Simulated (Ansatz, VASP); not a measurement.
**CaZr2N3 in VASP and in Ansatz**

```xyz
6
Lattice="2.2640 -5.0264 0.0000 2.2640 5.0264 0.0000 0.0000 0.0000 3.5388" Properties=species:S:1:pos:R:3 pbc="T T T"
Ca    0.0000    0.0000    0.0000
Zr    2.2640   -1.5709    1.7694
Zr    2.2640    1.5709    1.7694
N     2.2640    3.5402    1.7694
N     2.2640   -3.5402    1.7694
N     2.2640    0.0000    0.0000
```

Change from the starting cell: species swapped into the Li2BiO3 type (Cmmm, No. 65).

Alike in both runs: task single point; functional PBE; k mesh 4 × 4 × 6; occupations gaussian, width 0.1 eV; no spin polarisation.

```csv
,VASP,Ansatz
version,VASP 6.6.1,Ansatz 0.2.0
potentials or method,"VASP PAW PBE potentials, release 64 (Ca_sv, Zr_sv, N), cutoff 520 eV","scalar-relativistic, plane waves, PAW"
valence electrons in the cell,49,49
```

VASP gave:

```
gap on the k mesh at the Fermi level (eV)                     : none
pressure (GPa)                                                : 14.4
traceless stress, the component that is largest in VASP (GPa) : -9.91
rms of the force components (eV/Å)                            : 1.160
```

What did Ansatz give for the same quantities?

gap on the k mesh at the Fermi level (eV): none; pressure (GPa): 13.9; traceless stress, the component that is largest in VASP (GPa): -9.77; rms of the force components (eV/Å): 1.145.

Atom by atom the forces differ by 0.015 eV/Å (rms over components). A gap of «none» marks a metal or a gap that the smearing closes. With one functional, cell and mesh, what is left measures potentials, basis and numerics.

The k mesh is coarse, so the values compare programs but aren't converged.
